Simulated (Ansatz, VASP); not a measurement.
**Ta3AsAu2O13: VASP and Ansatz over several settings**

```xyz
19
Lattice="5.4520 0.0000 0.0000 -2.7260 4.7216 0.0000 0.0000 0.0000 9.5790" Properties=species:S:1:pos:R:3 pbc="T T T"
Ta    0.0000    0.0000    1.8591
Ta    0.0000    0.0000    7.7199
Ta    2.7260    1.5739    0.0000
As    0.0000    0.0000    4.7895
Au    0.0000    3.1478    2.6273
Au    0.0000    3.1478    6.9517
O     0.0000    0.0000    0.0000
O    -1.3422    4.5861    3.4870
O    -0.5745    1.2662    3.4870
O     1.9167    3.5909    3.4870
O    -1.3422    4.5861    6.0921
O    -0.5745    1.2662    6.0921
O     1.9167    3.5909    6.0921
O     1.1852    1.5782    8.2230
O     3.4927    0.2373    8.2230
O     3.5002    2.9061    8.2230
O     1.1852    1.5782    1.3560
O     3.4927    0.2373    1.3560
O     3.5002    2.9061    1.3560
```

Single points on this cell with VASP 6.6.1 and Ansatz 0.2.0. Each row is one pair of runs. Alike in all rows: spin: off; k mesh: 6 × 6 × 3; smearing: fermi-dirac, width 0.05 eV; VASP's potentials, cutoff: VASP PAW PBE potentials, release 64 (Ta_pv, As, Au, O), 520 eV.

| level | Ansatz's potentials, cutoff | gap on the k mesh at the Fermi level (eV), VASP | gap on the k mesh at the Fermi level (eV), Ansatz | pressure (GPa), VASP | pressure (GPa), Ansatz | rms of the force components (eV/Å), VASP | rms of the force components (eV/Å), Ansatz |
| --- | --- | --- | --- | --- | --- | --- | --- |
| PBE | JTH PAW, 1380 eV | none | none | 0.4 | 0.2 | 0.097 | 0.084 |
| PBE | Ansatz PAW, 420 eV | none | none | 0.4 | -0.2 | 0.097 | 0.077 |
| PBE | Ansatz PAW earlier set, 900 eV | none | none | 0.4 | 0.0 | 0.097 | 0.078 |
| PBE | PseudoDojo standard (PBE files), 1143 eV | none | none | 0.4 | -0.8 | 0.097 | 0.072 |
| PBE | SPMS NC, 1034 eV | none | none | 0.4 | -0.6 | 0.097 | 0.067 |
| PBE | Ansatz NC, 1240 eV | none | none | 0.4 | 0.0 | 0.097 | 0.082 |

Pressure (GPa): the two programs differ by at most 1.24; rms of the force components (eV/Å): the two programs differ by at most 0.03.

VASP's potentials hold 138 valence electrons a cell and Ansatz's 154; VASP's potentials hold 138 valence electrons a cell and Ansatz's 170; VASP's potentials hold 138 valence electrons a cell and Ansatz's 212, so a difference there can come from the potentials and not from the codes.

A gap of «none» marks a metal or a gap that the smearing closes.

Spin-orbit coupling is off throughout.
